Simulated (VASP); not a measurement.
# SiAu3 (Fm-3m) in VASP: notebook

Runs on SiAu3. Level: r2SCAN. Tasks: single point.

Program: VASP 6.6.1. These are calculated values, not measurements. Logs are shortened: lines on timing, memory, paths and dates and some standing lists are left out, and cuts for length are marked.

### Step 1. The cell of the first run

The structure is cubic, space group Fm-3m (No. 225). The conventional cell has a = 6.437 Å, b = 6.437 Å, c = 6.437 Å, α = 90.00°, β = 90.00°, γ = 90.00°. Si (site symmetry m-3m) has 14 Au at 2.79 to 3.22 Å within 3.7 Å. Within 3.7 Å of Au (site symmetry -43m) lie 4 Si at 2.79 Å and 10 Au at 2.79 to 3.22 Å. Within 3.7 Å of Au (site symmetry m-3m) lie 8 Au at 2.79 Å and 6 Si at 3.22 Å.

### Step 2. Single point, r2SCAN

Input file POSCAR:

```
SiAu3
1.0
    0.0000000000      3.2186593833      3.2186593833
    3.2186593833      0.0000000000      3.2186593833
    3.2186593833      3.2186593833      0.0000000000
Si Au
1 3
Direct
    0.0000000000      0.0000000000      0.0000000000
    0.2500000000      0.2500000000      0.2500000000
    0.7500000000      0.7500000000      0.7500000000
    0.5000000000      0.5000000000      0.5000000000
```

Input file INCAR.step1:

```
SYSTEM = SiAu3
PREC     = Accurate       ! precision mode
ENCUT    = 520            ! plane-wave cutoff, eV
ISMEAR   = 1              ! smearing method
SIGMA    = 0.2            ! smearing width, eV
LREAL    = .False.        ! projectors in reciprocal space
LASPH    = .True.         ! aspherical terms in the spheres
NELM     = 100            ! most SCF steps
NBANDS   = 26             ! bands
GGA      = PE             ! functional
ALGO     = Normal         ! electronic algorithm
EDIFF    = 1E-4           ! SCF threshold, eV
LWAVE    = .True.         ! write WAVECAR
LCHARG   = .False.        ! write CHGCAR
```

Input file INCAR.step2:

```
SYSTEM = SiAu3
PREC     = Accurate       ! precision mode
ENCUT    = 520            ! plane-wave cutoff, eV
EDIFF    = 1E-7           ! SCF threshold, eV
ISMEAR   = 1              ! smearing method
SIGMA    = 0.2            ! smearing width, eV
LREAL    = .False.        ! projectors in reciprocal space
LASPH    = .True.         ! aspherical terms in the spheres
NELM     = 100            ! most SCF steps
ALGO     = Normal         ! electronic algorithm
ISIF     = 2              ! what is computed and relaxed
LWAVE    = .False.        ! write WAVECAR
LCHARG   = .False.        ! write CHGCAR
METAGGA  = R2SCAN         ! meta-GGA
LMIXTAU  = .True.       
NBANDS   = 26             ! bands
ISTART   = 1
```

Input file KPOINTS:

```
Automatic mesh
0
Gamma
  6 6 6
  0 0 0
```

Potentials or basis: VASP PAW PBE potentials, release 64 (Si, Au).

Run with:

```sh
$ cat potpaw_PBE.64/Si/POTCAR potpaw_PBE.64/Au/POTCAR > POTCAR
$ cp INCAR.step1 INCAR
$ mpirun -np 1 vasp_std > vasp.out
$ cp INCAR.step2 INCAR
$ mpirun -np 1 vasp_std > vasp.out
```

OUTCAR:

```text
SYSTEM = SiAu3
   PREC = Accurate
   ENCUT = 520
   EDIFF = 1E-7
   ISMEAR = 1
   LREAL = .False.
   LASPH = .True.
   NELM = 100
   ISIF = 2
   METAGGA = R2SCAN
   ISTART = 1

 ion  position               nearest neighbor table
   1  0.000  0.000  0.000-   3 2.79   3 2.79   3 2.79   2 2.79   2 2.79   2 2.79   3 2.79   2 2.79
                             4 3.22   4 3.22   4 3.22   4 3.22   4 3.22   4 3.22
   2  0.250  0.250  0.250-   1 2.79   1 2.79   1 2.79   4 2.79   4 2.79   4 2.79   4 2.79   1 2.79
                             3 3.22   3 3.22   3 3.22   3 3.22   3 3.22   3 3.22
   3  0.750  0.750  0.750-   4 2.79   4 2.79   4 2.79   1 2.79   1 2.79   1 2.79   4 2.79   1 2.79
                             2 3.22   2 3.22   2 3.22   2 3.22   2 3.22   2 3.22
   4  0.500  0.500  0.500-   2 2.79   2 2.79   2 2.79   3 2.79   3 2.79   3 2.79   3 2.79   2 2.79
                             1 3.22   1 3.22   1 3.22   1 3.22   1 3.22   1 3.22

  LATTYP: Found a face centered cubic cell.
 ALAT       =     6.4373187666

  Lattice vectors:

 A1 = (   0.0000000000,   3.2186593833,   3.2186593833)
 A2 = (   3.2186593833,   0.0000000000,   3.2186593833)
 A3 = (   3.2186593833,   3.2186593833,   0.0000000000)

Analysis of symmetry for initial positions (statically):
=====================================================================
 Subroutine PRICEL returns:
 Original cell was already a primitive cell.

 Routine SETGRP: Setting up the symmetry group for a
 face centered cubic supercell.

 Subroutine GETGRP returns: Found 48 space group operations
 (whereof 48 operations were pure point group operations)
 out of a pool of 48 trial point group operations.

The static configuration has the point symmetry O_h .

Analysis of symmetry for dynamics (positions and initial velocities):
=====================================================================
 Subroutine PRICEL returns:
 Original cell was already a primitive cell.

 Routine SETGRP: Setting up the symmetry group for a
 face centered cubic supercell.

 Subroutine GETGRP returns: Found 48 space group operations
 (whereof 48 operations were pure point group operations)
 out of a pool of 48 trial point group operations.

The dynamic configuration has the point symmetry O_h .

 Subroutine INISYM returns: Found 48 space group operations
 (whereof 48 operations are pure point group operations),
 and found     1 'primitive' translations

----------------------------------------------------------------------------------------

                                     Primitive cell

  volume of cell :      66.6891

  direct lattice vectors                    reciprocal lattice vectors
     0.000000000  3.218659383  3.218659383    -0.155344179  0.155344179  0.155344179
     3.218659383  0.000000000  3.218659383     0.155344179 -0.155344179  0.155344179
     3.218659383  3.218659383  0.000000000     0.155344179  0.155344179 -0.155344179

  length of vectors
     4.551871753  4.551871753  4.551871753     0.269064011  0.269064011  0.269064011

  position of ions in fractional coordinates (direct lattice)
     0.000000000  0.000000000  0.000000000
     0.250000000  0.250000000  0.250000000
     0.750000000  0.750000000  0.750000000
     0.500000000  0.500000000  0.500000000

  ion indices of the primitive-cell ions
   primitive index   ion index
                 1           1
                 2           2
                 3           3
                 4           4

----------------------------------------------------------------------------------------

 KPOINTS: Automatic mesh

Automatic generation of k-mesh.
 Grid dimensions read from file:
 generate k-points for:    6    6    6

 Generating k-lattice:

  Cartesian coordinates                     Fractional coordinates (reciprocal lattice)
    -0.025890697  0.025890697  0.025890697     0.166666667  0.000000000  0.000000000
     0.025890697 -0.025890697  0.025890697     0.000000000  0.166666667  0.000000000
     0.025890697  0.025890697 -0.025890697     0.000000000  0.000000000  0.166666667

  Length of vectors
     0.044844002  0.044844002  0.044844002

  Shift w.r.t. Gamma in fractional coordinates (k-lattice)
     0.000000000  0.000000000  0.000000000

 Subroutine IBZKPT returns following result:
 ===========================================

 Found     16 irreducible k-points:

 Following reciprocal coordinates:
            Coordinates               Weight
  0.000000  0.000000  0.000000      1.000000
  0.166667  0.000000  0.000000      8.000000
  0.333333  0.000000  0.000000      8.000000
  0.500000  0.000000  0.000000      4.000000
  0.166667  0.166667  0.000000      6.000000
  0.333333  0.166667  0.000000     24.000000
[... 8 lines left out ...]
 -0.333333  0.333333  0.166667     24.000000
 -0.333333  0.500000  0.166667     12.000000
   k-points           NKPTS =     16   k-points in BZ     NKDIM =     16   number of bands    NBANDS=     26
   number of dos      NEDOS =    301   number of ions     NIONS =      4
   total plane-waves  NPLWV =  46656
   dimension x,y,z NGX =    36 NGY =   36 NGZ =   36
   dimension x,y,z NGXF=    72 NGYF=   72 NGZF=   72
   ions per type =               1   3
   NGX,Y,Z   is equivalent  to a cutoff of  13.15, 13.15, 13.15 a.u.
   NGXF,Y,Z  is equivalent  to a cutoff of  26.30, 26.30, 26.30 a.u.
 SYSTEM =  SiAu3
   PREC   = accura    normal or accurate (medium, high low for compatibility)
   ISTART =      1    job   : 0-new  1-cont  2-samecut
   ICHARG =      0    charge: 1-file 2-atom 10-const
   ISPIN  =      1    spin polarized calculation?
   LNONCOLLINEAR =      F non collinear calculations
   LSORBIT =      F    spin-orbit coupling
   LASPH  =      T    aspherical Exc in radial PAW
   ENCUT  =  520.0 eV  38.22 Ry    6.18 a.u.   8.46  8.46  8.46*2*pi/ulx,y,z
   NELM   =    100;   NELMIN=  2; NELMDL=  0     # of ELM steps
   EDIFF  = 0.1E-06   stopping-criterion for ELM
   LREAL  =      F    real-space projection
   EDIFFG = 0.1E-05   stopping-criterion for IOM
   NSW    =      0    number of steps for IOM
   IBRION =     -1    ionic relax: 0-MD 1-quasi-New 2-CG
   NFREE  =      0    steps in history (QN), initial steepest desc. (CG)
   ISIF   =      2    stress and relaxation
   ISYM   =      2    0-nonsym 1-usesym 2-fastsym
   POTIM  = 0.5000    time-step for ionic-motion
   TEBEG  =    0.0;   TEEND  =   0.0 temperature during run
   PSTRESS=    0.0 pullay stress
   NELECT =      37.0000    total number of electrons
   NUPDOWN=      -1.0000    fix difference up-down
   EMIN   =  10.00;   EMAX   =-10.00  energy-range for DOS
   EFERMI =   0.00;   METHOD = LEGACY
   ISMEAR =     1;   SIGMA  =   0.20  broadening in eV -4-tet -1-fermi 0-gaus
   EFERMI_NEDOS =   21; number of points for ismear=-14 and -15
   IALGO  =     38    algorithm
   IMIX   =      4    mixing-type and parameters
     AMIX     =   0.40;   BMIX     =  1.00
     AMIX_MAG =   1.60;   BMIX_MAG =  1.00
  volume/ion in A,a.u.               =      16.67       112.51
  Fermi-wavevector in a.u.,A,eV,Ry     =   1.345211  2.542080 24.621000  1.809592
  Thomas-Fermi vector in A             =   2.473142
   LORBIT       =      0    0 simple, 1 ext, 2 COOP (PROOUT), +10 PAW based schemes
   METAGGA = R2SCAN    functional components
   LHFCALC =     F    Hartree Fock is set to
   AEXX    =    0.0000 exact exchange contribution
   IVDW    =     0    specifies the selected vdW correction
   LEPSILON=     F    determine dielectric tensor
   LRPA    =     F    only Hartree local field effects (RPA)
 non-spin polarized calculation
 Methfessel and Paxton  Order N= 1 SIGMA  =   0.20
  energy-cutoff  :      520.00
  volume of cell :       66.69
 maximum number of plane-waves:      1820
 NGX is ok and might be reduce to    36
   NGX = 17   NGY = 17   NGZ = 17

 number of electron      37.0000003 magnetization

 Free energy of the ion-electron system (eV)
  ---------------------------------------------------
  ext. energy  EPLUGINS =         0.00000000
  ---------------------------------------------------
  free energy    TOTEN  =      -159.53477152 eV

  energy without entropy =     -159.53437826  energy(sigma->0) =     -159.53464044

 E-fermi :  10.1273     XC(G=0): -13.2109

 val. band max:       10.0601334071   @ k =   0.5000   0.1667   0.0000
 cond. band min:      10.2823979647   @ k =   0.3333   0.1667   0.0000
 fundamental gap:      0.2222645576
 Fermi energy:        10.1272680242

 k-point     1 :       0.0000    0.0000    0.0000
  band No.  band energies     occupation
      1      -2.2746      2.00000
      2       2.6554      2.00000
      3       2.6554      2.00000
      4       2.8885      2.00000
      5       2.8885      2.00000
      6       2.8885      2.00000
[... 18 lines left out ...]
     25      16.6471      0.00000
     26      16.6471      0.00000

 k-point     2 :       0.1667    0.0000    0.0000
  band No.  band energies     occupation
      1      -1.9283      2.00000
      2       2.5594      2.00000
      3       2.6085      2.00000
      4       2.6085      2.00000
      5       3.1568      2.00000
      6       3.1568      2.00000
[... 18 lines left out ...]
     25      16.9062      0.00000
     26      16.9062      0.00000

 k-point     3 :       0.3333    0.0000    0.0000
  band No.  band energies     occupation
      1      -1.0015      2.00000
      2       2.0309      2.00000
      3       2.7431      2.00000
      4       2.7431      2.00000
      5       3.3879      2.00000
      6       3.3879      2.00000
[... 340 lines left out ...]
 k-point    15 :      -0.3333    0.3333    0.1667
  band No.  band energies     occupation
      1       0.0122      2.00000
      2       1.8784      2.00000
      3       2.3523      2.00000
      4       2.8634      2.00000
      5       3.3990      2.00000
      6       3.5119      2.00000
[... 18 lines left out ...]
     25      18.0009      0.00000
     26      19.4622      0.00000

 k-point    16 :      -0.3333    0.5000    0.1667
  band No.  band energies     occupation
      1       0.0727      2.00000
      2       1.9696      2.00000
      3       2.2374      2.00000
      4       2.7520      2.00000
      5       3.4808      2.00000
      6       3.6473      2.00000
[... 18 lines left out ...]
     25      18.7768      0.00000
     26      19.2918      0.00000

------------------------ aborting loop because EDIFF is reached ----------------------------------------

  FORCE on cell =-STRESS in cart. coord.  units (eV):
  Direction    XX          YY          ZZ          XY          YZ          ZX
  --------------------------------------------------------------------------------------
  -------------------------------------------------------------------------------------
  Total        1.9727837      1.9727837      1.9727837      0.0000000      0.0000000      0.0000000
  in kB       47.3952705     47.3952705     47.3952705      0.0000000      0.0000000      0.0000000
  external PRESSURE =      47.3952705 kB  Pullay stress =       0.0000000 kB

 VOLUME and BASIS-vectors are now :
 -----------------------------------------------------------------------------
  energy-cutoff  :      520.00
  volume of cell :       66.69
      direct lattice vectors                 reciprocal lattice vectors
     0.000000000  3.218659383  3.218659383    -0.155344179  0.155344179  0.155344179
     3.218659383  0.000000000  3.218659383     0.155344179 -0.155344179  0.155344179
     3.218659383  3.218659383  0.000000000     0.155344179  0.155344179 -0.155344179

 POSITION                                       TOTAL-FORCE (eV/Angst)
 -----------------------------------------------------------------------------------
      0.00000      0.00000      0.00000        -0.000000      0.000000     -0.000000
      1.60933      1.60933      1.60933         0.000000      0.000000      0.000000
      4.82799      4.82799      4.82799        -0.000000     -0.000000     -0.000000
      3.21866      3.21866      3.21866        -0.000000      0.000000     -0.000000
 -----------------------------------------------------------------------------------
    total drift:                                0.000000      0.000000      0.000000

  FREE ENERGIE OF THE ION-ELECTRON SYSTEM (eV)
  ---------------------------------------------------
  free  energy   TOTEN  =      -159.5347715237 eV

  energy  without entropy=     -159.5343782586  energy(sigma->0) =     -159.53464044
```

Wall time 1.8 min (1 thread of Intel Xeon Platinum 8259CL at 2.50GHz (Skylake/Cascade Lake), shared host); peak memory 0.21 GiB.

Results:

```yaml
Free_energy: -159.5348 eV
Pressure: 4.7 GPa
Band_gap_on_the_k_mesh: zero (an odd number of electrons rules out a gap without spin polarisation)
```

Levels at points of the mesh, in eV from the Fermi level:
```tsv
k point	band 15	band 16	band 17	band 18	band 19	band 20	band 21	band 22
(0.00, 0.00, 0.00)	-3.86	-3.86	-2.09	1.50	1.50	1.50	2.40	3.94
(0.50, 0.00, 0.00)	-3.80	-3.80	-3.30	-0.70	1.45	1.45	2.76	2.76
(0.50, 0.50, 0.00)	-3.47	-3.47	-3.31	-3.29	-3.29	0.31	0.88	6.20
```

Caveat: the cell stands under pressure; the PAW data sets were made with another functional, which shifts forces and pressure a little; spin-orbit coupling is left out, which moves the levels of the heavy elements.

### Step 3. Single point, r2SCAN

This run uses another cell than the first one, of 17.03 Å³/atom.

Input file POSCAR:

```
SiAu3
1.0
    0.0000000000      3.2413267455      3.2413267455
    3.2413267455      0.0000000000      3.2413267455
    3.2413267455      3.2413267455      0.0000000000
Si Au
1 3
Direct
    0.0000000000      0.0000000000      0.0000000000
    0.2500000000      0.2500000000      0.2500000000
    0.7500000000      0.7500000000      0.7500000000
    0.5000000000      0.5000000000      0.5000000000
```

Input file INCAR.step1:

```
SYSTEM = SiAu3
PREC     = Accurate       ! precision mode
ENCUT    = 520            ! plane-wave cutoff, eV
ISMEAR   = 1              ! smearing method
SIGMA    = 0.2            ! smearing width, eV
LREAL    = .FALSE.        ! projectors in reciprocal space
LASPH    = .TRUE.         ! aspherical terms in the spheres
NELM     = 60             ! most SCF steps
NBANDS   = 26             ! bands
GGA      = PE             ! functional
ALGO     = Normal         ! electronic algorithm
EDIFF    = 1E-4           ! SCF threshold, eV
LWAVE    = .TRUE.         ! write WAVECAR
LCHARG   = .FALSE.        ! write CHGCAR
```

Input file INCAR.step2:

```
SYSTEM = SiAu3
PREC     = Accurate       ! precision mode
ENCUT    = 520            ! plane-wave cutoff, eV
EDIFF    = 1E-6           ! SCF threshold, eV
ISMEAR   = 1              ! smearing method
SIGMA    = 0.2            ! smearing width, eV
LREAL    = .FALSE.        ! projectors in reciprocal space
LASPH    = .TRUE.         ! aspherical terms in the spheres
NELM     = 60             ! most SCF steps
ALGO     = Normal         ! electronic algorithm
ISIF     = 2              ! what is computed and relaxed
LWAVE    = .FALSE.        ! write WAVECAR
LCHARG   = .FALSE.        ! write CHGCAR
METAGGA  = R2SCAN         ! meta-GGA
LMIXTAU  = .TRUE.       
NBANDS   = 26             ! bands
ISTART   = 1
```

Input file KPOINTS:

```
Automatic mesh
0
G
  6 6 6
  0 0 0
```

Potentials or basis: VASP PAW PBE potentials, release 64 (Si, Au).

Run with:

```sh
$ cat potpaw_PBE.64/Si/POTCAR potpaw_PBE.64/Au/POTCAR > POTCAR
$ cp INCAR.step1 INCAR
$ mpirun -np 1 vasp_std > vasp.out
$ cp INCAR.step2 INCAR
$ mpirun -np 1 vasp_std > vasp.out
```

It took 90 s on 1 thread of Intel Xeon Platinum 8259CL at 2.50GHz (Skylake/Cascade Lake), shared host; peak memory 0.22 GiB.

Results (log left out):

```yaml
Free_energy: -159.5630 eV
Pressure: 1.6 GPa
Band_gap_on_the_k_mesh: zero (an odd number of electrons rules out a gap without spin polarisation)
```

Levels at points of the mesh, in eV from the Fermi level:
| k point | band 14 | band 15 | band 16 | band 17 | band 18 | band 19 | band 20 | band 21 | band 22 | band 23 |
| --- | --- | --- | --- | --- | --- | --- | --- | --- | --- | --- |
| (0.00, 0.00, 0.00) | -3.85 | -3.82 | -3.82 | -2.15 | 1.48 | 1.48 | 1.48 | 2.32 | 3.92 | 3.92 |
| (0.50, 0.00, 0.00) | -4.01 | -3.75 | -3.75 | -3.26 | -0.75 | 1.40 | 1.40 | 2.76 | 2.77 | 2.77 |
| (0.50, 0.50, 0.00) | -3.86 | -3.43 | -3.43 | -3.28 | -3.19 | -3.19 | 0.22 | 0.83 | 6.09 | 8.11 |

Caveat: the PAW data sets were made with another functional, which shifts forces and pressure a little; spin-orbit coupling is left out, which moves the levels of the heavy elements.

[end of part 1 of 2]
